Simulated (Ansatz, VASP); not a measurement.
**Cr in VASP and in Ansatz**

```xyz
1
Lattice="0.0000 1.8400 1.8400 1.8400 0.0000 1.8400 1.8400 1.8400 0.0000" Properties=species:S:1:pos:R:3 pbc="T T T"
Cr    0.0000    0.0000    0.0000
```

Alike in both runs: task relaxation of cell and atoms; functional PBEsol; k mesh 10 × 10 × 10; occupations gaussian, width 0.1 eV; no spin polarisation.

```csv
,VASP,Ansatz
version,VASP 6.6.1,Ansatz 0.2.0
potentials or method,"VASP PAW PBE potentials, release 64 (Cr_pv), cutoff 500 eV","scalar-relativistic, plane waves, PAW"
valence electrons in the cell,12,14
```

```tsv
	VASP	Ansatz	Ansatz less VASP
gap on the k mesh at the Fermi level, each at its own relaxed structure (eV)	none	none	-
relaxed volume (Å³/atom)	11.44	11.45	+0.014
relaxed cell length with the largest relative difference (Å)	2.529	2.530	+0.0010
```

VASP's potentials were made for PBE, not for PBEsol. A gap of «none» marks a metal or a gap that the smearing closes. VASP's potentials hold 12 valence electrons a cell and Ansatz's 14, so a difference there can come from the potentials and not from the codes.
